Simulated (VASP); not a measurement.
# Al9H in VASP: further runs

Al9H is run at these levels: PBE; tasks: single point.

Program: VASP 6.6.1. These are calculated values, not measurements. Logs are shortened: lines on timing, memory, paths and dates and some standing lists are left out, and cuts for length are marked.

## (1) The cell of the first run

The cell holds a slab with vacuum, 10 atoms: a = 2.854 Å, b = 9.808 Å, c = 21.790 Å, α = 90.00°, β = 90.00°, γ = 98.37°.

## (2) Single point, PBE

Input file INCAR:

```
  PREC = Accurate
  ENCUT = 520
  EDIFF = 1E-7
  ISMEAR = 0
  SIGMA = 0.1
  LREAL = F
  LASPH = T
  NELM = 80
  ALGO = Normal
  ISIF = 2
  LWAVE = F
  LCHARG = F
  LDIPOL = T
  IDIPOL = 3
  DIPOL = 0.5 0.5 0.309
  GGA = PE
  NBANDS = 25
```

Input file KPOINTS:

```
Automatic mesh
0
Gamma
  9 3 1
```

Input file POSCAR:

```
Al9H
1.0
    2.8543223330      0.0000000000      0.0000000000
   -1.4271611665      9.7033329366      0.0000000000
    0.0000000000      0.0000000000     21.7902708969
Al H
9 1
Direct
    0.5324485604      0.0648971207      0.1835681630
    0.6709687938      0.3419375876      0.2292758741
    0.2986728405      0.5973456810      0.2384174163
    0.9263768872      0.8527537744      0.2475589585
    0.0639738222      0.1277383808      0.2937147080
    0.1995905480      0.4042696935      0.3452583266
    0.8288544886      0.6597110299      0.3524478004
    0.4526361687      0.9111292155      0.3607640453
    0.5925232094      0.1814597089      0.4034034702
    0.7175232094      0.3064597089      0.4350689783
```

Potentials or basis: VASP PAW PBE potentials, release 64 (Al, H).

The run is started by

```console
$ cat potpaw_PBE.64/Al/POTCAR potpaw_PBE.64/H/POTCAR > POTCAR
$ mpirun -np 1 vasp_std > vasp.out
```

OUTCAR:

```text
PREC = Accurate
   ENCUT = 520
   EDIFF = 1E-7
   ISMEAR = 0
   LREAL = F
   LASPH = T
   NELM = 80
   ISIF = 2
   GGA = PE

 ion  position               nearest neighbor table
   1  0.532  0.065  0.184-   5 2.86   5 2.86   2 2.87   4 2.87   4 2.87
   2  0.671  0.342  0.229-   1 2.87   3 2.87   3 2.87   5 2.89   5 2.89   6 2.96   6 2.97
   3  0.299  0.597  0.238-   4 2.87   4 2.87   2 2.87   2 2.87   7 2.93   7 2.93   6 2.99
   4  0.926  0.853  0.248-   5 2.85   3 2.87   3 2.87   1 2.87   1 2.87   8 2.90   8 2.91   7 2.96

   5  0.064  0.128  0.294-   9 2.83   9 2.83   4 2.85   1 2.86   1 2.86   2 2.89   2 2.89   6 2.91
                             8 2.93   8 2.93
   6  0.200  0.404  0.345-   7 2.86   7 2.87   9 2.88   9 2.89   5 2.91   2 2.96   2 2.97   3 2.99

   7  0.829  0.660  0.352-   8 2.83   8 2.83   6 2.86   6 2.87   3 2.93   3 2.93   4 2.96
   8  0.453  0.911  0.361-   9 2.78   7 2.83   7 2.83   4 2.90   4 2.91   5 2.93   5 2.93
   9  0.593  0.181  0.403-  10 1.41   8 2.78   5 2.83   5 2.83   6 2.88   6 2.89
  10  0.718  0.306  0.435-   9 1.41

  LATTYP: Found a base centered orthorhombic cell.
 ALAT       =     2.8543223330
 B/A-ratio  =     6.7990449603
 C/A-ratio  =     7.6341311018

  Lattice vectors:

 A1 = (   1.4271611665,  -9.7033329366,   0.0000000000)
 A2 = (   1.4271611665,   9.7033329366,   0.0000000000)
 A3 = (   0.0000000000,   0.0000000000,  21.7902708969)

Analysis of symmetry for initial positions (statically):
=====================================================================
 Subroutine PRICEL returns:
 Original cell was already a primitive cell.

 Routine SETGRP: Setting up the symmetry group for a
 base centered orthorhombic supercell.

 Subroutine GETGRP returns: Found  1 space group operations
 (whereof  1 operations were pure point group operations)
 out of a pool of  8 trial point group operations.

The static configuration has the point symmetry C_1 .

Analysis of symmetry for dynamics (positions and initial velocities):
=====================================================================
 Subroutine PRICEL returns:
 Original cell was already a primitive cell.

 Routine SETGRP: Setting up the symmetry group for a
 base centered orthorhombic supercell.

 Subroutine GETGRP returns: Found  1 space group operations
 (whereof  1 operations were pure point group operations)
 out of a pool of  8 trial point group operations.

The dynamic configuration has the point symmetry C_1 .

[... 140 lines left out ...]
   ISMEAR =     0;   SIGMA  =   0.10  broadening in eV -4-tet -1-fermi 0-gaus
   EFERMI_NEDOS =   21; number of points for ismear=-14 and -15
   IALGO  =     38    algorithm
   IMIX   =      4    mixing-type and parameters
     AMIX     =   0.40;   BMIX     =  1.00
     AMIX_MAG =   1.60;   BMIX_MAG =  1.00
  volume/ion in A,a.u.               =      60.35       407.27
  Fermi-wavevector in a.u.,A,eV,Ry     =   0.588255  1.111640  4.708207  0.346043
  Thomas-Fermi vector in A             =   1.635447
   LORBIT       =      0    0 simple, 1 ext, 2 COOP (PROOUT), +10 PAW based schemes
   GGA     = PE    functional components
   LHFCALC =     F    Hartree Fock is set to
   AEXX    =    0.0000 exact exchange contribution
   IVDW    =     0    specifies the selected vdW correction
   LEPSILON=     F    determine dielectric tensor
   LRPA    =     F    only Hartree local field effects (RPA)
 non-spin polarized calculation
 Gauss-broadening in eV      SIGMA  =   0.10
  energy-cutoff  :      520.00
  volume of cell :      603.51
 maximum number of plane-waves:     16329
 NGX is ok and might be reduce to    24
   NGX = 11   NGY = 37   NGZ = 81

 dipolmoment           0.000000      0.000000     -0.125698 electrons x Angstroem

 number of electron      27.9999999 magnetization

 dipolmoment           0.000000      0.000000      0.004596 electrons x Angstroem

 Free energy of the ion-electron system (eV)
  ---------------------------------------------------
  ext. energy  EPLUGINS =         0.00000000
  ---------------------------------------------------
  free energy    TOTEN  =       -33.03547160 eV

  energy without entropy =      -33.01270055  energy(sigma->0) =      -33.02408607

 E-fermi :  -1.0968     XC(G=0):  -3.4759

 val. band max:       -1.1027452856   @ k =   0.3333   0.3333   0.0000
 cond. band min:      -1.0741393676   @ k =   0.4444   0.3333   0.0000
 fundamental gap:      0.0286059180
 Fermi energy:        -1.0967877018

 k-point     1 :       0.0000    0.0000    0.0000
  band No.  band energies     occupation
      1     -11.2201      2.00000
      2      -9.7772      2.00000
      3      -9.5502      2.00000
      4      -9.1159      2.00000
      5      -7.6364      2.00000
      6      -7.0014      2.00000
[... 381 lines left out ...]
     24       3.1968      0.00000
     25       3.3380      0.00000

------------------------ aborting loop because EDIFF is reached ----------------------------------------

 vacuum level on the upper side and lower side of the slab       (xc-potential included)        -0.035        -0.062

  FORCE on cell =-STRESS in cart. coord.  units (eV):
  Direction    XX          YY          ZZ          XY          YZ          ZX
  --------------------------------------------------------------------------------------
  -------------------------------------------------------------------------------------
  Total       -5.2145738     -1.1734436      1.7090044      2.0177949      0.5485728      0.3534773
  in kB      -13.8434017     -3.1152022      4.5369834      5.3567457      1.4563248      0.9383946
  external PRESSURE =      -4.1405402 kB  Pullay stress =       0.0000000 kB

 VOLUME and BASIS-vectors are now :
 -----------------------------------------------------------------------------
  energy-cutoff  :      520.00
  volume of cell :      603.51
      direct lattice vectors                 reciprocal lattice vectors
     2.854322333  0.000000000  0.000000000     0.350345856  0.051528686  0.000000000
    -1.427161166  9.703332937  0.000000000     0.000000000  0.103057373  0.000000000
     0.000000000  0.000000000 21.790270897     0.000000000  0.000000000  0.045892041

 POSITION                                       TOTAL-FORCE (eV/Angst)
 -----------------------------------------------------------------------------------
      1.42716      0.62972      4.00000        -0.000731      0.267157      0.078737
      1.42716      3.31793      4.99598         0.026366      0.080832     -0.116827
     -0.00000      5.79624      5.19518        -0.022217      0.005018     -0.110298
      1.42716      8.27455      5.39438         0.008624     -0.246739     -0.074954
      0.00030      1.23949      6.40012        -0.009878      0.219569      0.266699
     -0.00726      3.92276      7.52327        -0.043507      0.442991     -0.284302
      1.42430      6.40140      7.67993        -0.003302     -0.181207     -0.006316
     -0.00836      8.84099      7.86115         0.004501     -0.032456      0.184012
      1.43228      1.76076      8.79027        -0.425813     -3.701818     -2.040409
      1.61068      2.97368      9.48027         0.465957      3.146653      2.103656
 -----------------------------------------------------------------------------------
    total drift:                                0.000053      0.000046      0.000021

  FREE ENERGIE OF THE ION-ELECTRON SYSTEM (eV)
  ---------------------------------------------------
  free  energy   TOTEN  =       -33.0354715958 eV

  energy  without entropy=      -33.0127005535  energy(sigma->0) =      -33.02408607

 vacuum level on the upper side and lower side of the slab         3.062         3.032
```

stdout:

```text
POSCAR found type information on POSCAR AlH
 POSCAR found :  2 types and      10 ions
 scaLAPACK will be used
 LDA part: xc-table for (Slater+PW92), standard interpolation
 -----------------------------------------------------------------------------
|                                                                             |
|           W    W    AA    RRRRR   N    N  II  N    N   GGGG   !!!           |
|           W    W   A  A   R    R  NN   N  II  NN   N  G    G  !!!           |
|           W    W  A    A  R    R  N N  N  II  N N  N  G       !!!           |
|           W WW W  AAAAAA  RRRRR   N  N N  II  N  N N  G  GGG   !            |
|           WW  WW  A    A  R   R   N   NN  II  N   NN  G    G                |
|           W    W  A    A  R    R  N    N  II  N    N   GGGG   !!!           |
|                                                                             |
|     Your reciprocal lattice and k-lattice belong to different lattice       |
|     classes:                                                                |
|                                                                             |
|        The reciprocal lattice is base centered orthorhombic,                |
|        whereas your k-lattice is simple monoclinic.                         |
|                                                                             |
|     Results are often still useful ...                                      |
|                                                                             |
 -----------------------------------------------------------------------------

 POSCAR, INCAR and KPOINTS ok, starting setup
 FFT: planning ... GRIDC
 FFT: planning ... GRID_SOFT
 FFT: planning ... GRID
 WAVECAR not read
 entering main loop
```

Wall time 12 min (1 thread of Intel Xeon Platinum 8488C (Sapphire Rapids), shared host); peak memory 0.69 GiB.

What came out:

* Free energy: -33.0355 eV
* Largest force: 4.248 eV/Å
* Band gap on the k mesh: zero (band 14 reaches -0.78 eV, above the bottom of band 15 at -1.35 eV)

Forces on the atoms (eV/Å):
```
Al  -0.001  0.267  0.079
Al   0.026  0.081 -0.117
Al  -0.022  0.005 -0.110
Al   0.009 -0.247 -0.075
Al  -0.010  0.220  0.267
Al  -0.044  0.443 -0.284
Al  -0.003 -0.181 -0.006
Al   0.005 -0.032  0.184
Al  -0.426 -3.702 -2.040
H    0.466  3.147  2.104
```

## (3) Single point, PBE

Input file INCAR:

```
PREC = Accurate ; ENCUT = 520
EDIFF = 1E-6 ; ISMEAR = 0
SIGMA = 0.1 ; LREAL = F
LASPH = T ; NELM = 60
ALGO = Normal ; ISIF = 2
LWAVE = F ; LCHARG = T
LDIPOL = T ; IDIPOL = 3
DIPOL = 0.5 0.5 0.313 ; GGA = PE
LELF = T ; LVHAR = T
LVACPOTAV = T ; NBANDS = 25
```

KPOINTS is that of step 2.

POSCAR: that of step 2 with these lines changed.

```diff
@@ -17,2 +17,2 @@
     0.5925232094      0.1814597089      0.4034034702
-    0.7175232094      0.3064597089      0.4350689783
+    0.7175232094      0.3064597089      0.4800431783
```

Potentials or basis: VASP PAW PBE potentials, release 64 (Al, H).

The run is started by

```console
$ cat potpaw_PBE.64/Al/POTCAR potpaw_PBE.64/H/POTCAR > POTCAR
$ mpirun -np 1 vasp_std > vasp.out
```

Run time: 9.5 min. Hardware: 1 thread of Intel Xeon Platinum 8488C (Sapphire Rapids), shared host; peak memory 0.68 GiB.

The run converged. Its results:

```
Free energy            : -32.9680 eV
Largest force          : 1.909 eV/Å
Band gap on the k mesh : zero (band 14 reaches -1.13 eV, above the bottom of band 15 at -1.75 eV)
```

Forces in eV/Å, atoms in the order of the input:
```
Al   0.004  0.165 -0.118
Al   0.016  0.019 -0.044
Al  -0.024 -0.002 -0.095
Al   0.012 -0.180 -0.144
Al  -0.005  0.099  0.126
Al  -0.002  0.139 -0.066
Al   0.007 -0.159  0.093
Al   0.002  0.047  0.153
Al   0.143  1.086  1.561
H   -0.153 -1.213 -1.466
```

Levels at points of the mesh, in eV from the Fermi level:
```
           k point  band 11  band 12  band 13  band 14  band 15  band 16  band 17  band 18
(0.00, 0.00, 0.00)    -1.82    -1.63    -1.41    -1.13    -0.23     1.66     2.12     2.44
```

## (4) Single point, PBE

Input file INCAR:

```
PREC = Accurate
ENCUT = 520
EDIFF = 1E-7
ISMEAR = 0
SIGMA = 0.1
LREAL = F
LASPH = T
NELM = 100
ALGO = Normal
ISIF = 2
LWAVE = F
LCHARG = T
LDIPOL = T
IDIPOL = 3
DIPOL = 0.5 0.5 0.318
GGA = PE
LELF = T
LVHAR = T
LVACPOTAV = T
NBANDS = 25
```

Input file KPOINTS:

```
regular mesh
0
Gamma
  9 3 1
```

POSCAR: that of step 3 with these lines changed.

```diff
@@ -17,2 +17,2 @@
     0.5925232094      0.1814597089      0.4034034702
-    0.7175232094      0.3064597089      0.4800431783
+    0.7175232094      0.3064597089      0.5213460150
```

The run is started by

```console
$ cat potpaw_PBE.64/Al/POTCAR potpaw_PBE.64/H/POTCAR > POTCAR
$ mpirun -np 1 vasp_std > vasp.out
```

Run time: 16 min. Hardware: 1 thread of Intel Xeon Platinum 8488C (Sapphire Rapids), shared host; peak memory 0.67 GiB.

Results (log left out):

```yaml
Free_energy: -31.8094 eV
Largest_force: 0.983 eV/Å
Band_gap_on_the_k_mesh: zero (band 14 reaches -1.36 eV, above the bottom of band 15 at -2.28 eV)
```

Forces on the atoms (eV/Å):
```
Al  -0.001  0.176 -0.079
Al   0.005  0.034 -0.015
Al  -0.011  0.004 -0.047
Al   0.003 -0.199 -0.186
Al   0.009  0.045 -0.006
Al   0.011  0.062  0.051
Al   0.006 -0.145  0.070
Al   0.000  0.005  0.137
Al   0.026  0.413  0.892
H   -0.046 -0.395 -0.816
```

Levels at points of the mesh, in eV from the Fermi level:
```
           k point  band 11  band 12  band 13  band 14  band 15  band 16  band 17  band 18
(0.00, 0.00, 0.00)    -1.83    -1.63    -1.39    -1.13    -0.60     1.43     2.06     2.23
```

## (5) Single point, PBE

Input file INCAR:

```
ALGO = Normal
DIPOL = 0.5 0.5 0.307
EDIFF = 1E-6
ENCUT = 520
GGA = PE
IDIPOL = 3
ISIF = 2
ISMEAR = 0
LASPH = True
LCHARG = False
LDIPOL = True
LREAL = False
LWAVE = False
NBANDS = 25
NELM = 60
PREC = Accurate
SIGMA = 0.1
```

Input file KPOINTS:

```
k-points
0
Gamma
  9 3 1
```

POSCAR: that of step 4 with these lines changed.

```diff
@@ -17,2 +17,2 @@
     0.5925232094      0.1814597089      0.4034034702
-    0.7175232094      0.3064597089      0.5213460150
+    0.8425232094      0.4314597089      0.4121229580
```

The run is started by

```console
$ cat potpaw_PBE.64/Al/POTCAR potpaw_PBE.64/H/POTCAR > POTCAR
$ mpirun -np 1 vasp_std > vasp.out
```

It took 8.6 min on 1 thread of Intel Xeon Platinum 8488C (Sapphire Rapids), shared host; peak memory 0.68 GiB.

Results (log left out):

| Property | Result |
| --- | --- |
| Free energy | -33.3383 eV |
| Largest force | 0.689 eV/Å |
| Band gap on the k mesh | zero (band 14 reaches -0.69 eV, above the bottom of band 15 at -1.34 eV) |

Forces in eV/Å, atoms in the order of the input:
```
Al   0.010  0.250  0.196
Al   0.055 -0.041  0.073
Al  -0.014  0.087  0.201
Al   0.007 -0.271 -0.152
Al  -0.049  0.082  0.060
Al  -0.151  0.134  0.185
Al   0.007  0.187 -0.040
Al  -0.012 -0.054  0.032
Al   0.064 -0.189  0.103
H    0.082 -0.185 -0.658
```

Levels at points of the mesh, in eV from the Fermi level:
```tsv
k point	band 10	band 11	band 12	band 13	band 14	band 15	band 16	band 17	band 18	band 19
(0.00, 0.00, 0.00)	-3.26	-2.12	-1.80	-1.61	-1.20	0.48	0.97	1.88	2.22	2.49
```
